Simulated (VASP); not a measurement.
The system is NiO2.

```xyz
3
Lattice="2.7628 0.0000 0.0000 -1.3814 2.3926 0.0000 0.0000 0.0000 4.2061" Properties=species:S:1:pos:R:3 pbc="T T T"
Ni    0.0000    0.0000    2.1031
O     1.3814    0.7975    3.0226
O     0.0000    1.5951    1.1835
```

Base run:

| Item | Value |
| --- | --- |
| Program | VASP 6.6.1 |
| Functional | LDA |
| Potentials or basis | VASP PAW LDA potentials, release 64 (Ni, O) |
| Cutoff | 520 eV |
| k mesh | 12 × 12 × 6 |
| Occupations | gaussian, width 0.05 eV |
| Spin | no spin polarisation |

Its results: band gap on the k mesh 0.74 eV, indirect (least direct gap 0.99 eV); pressure 1.2 GPa; largest force 0.094 eV/Å.

**Question.** The run is repeated on the same cell with these changes: potentials or basis from VASP PAW LDA potentials, release 64 (Ni, O) to VASP PAW LDA potentials, release 64 (Ni_sv_GW, O); cutoff from 520 eV to 600 eV; further incar settings from ALGO = Normal; EDIFF = 1e-07; NBANDS = 18 to ALGO = Normal; EDIFF = 1e-06; NBANDS = 22; valence electrons from 22 to 30. What comes out?

**Answer.** Band gap on the k mesh 0.76 eV, indirect (least direct gap 1.01 eV); pressure 0.0 GPa; largest force 0.109 eV/Å.

A k mesh can miss the band edges.
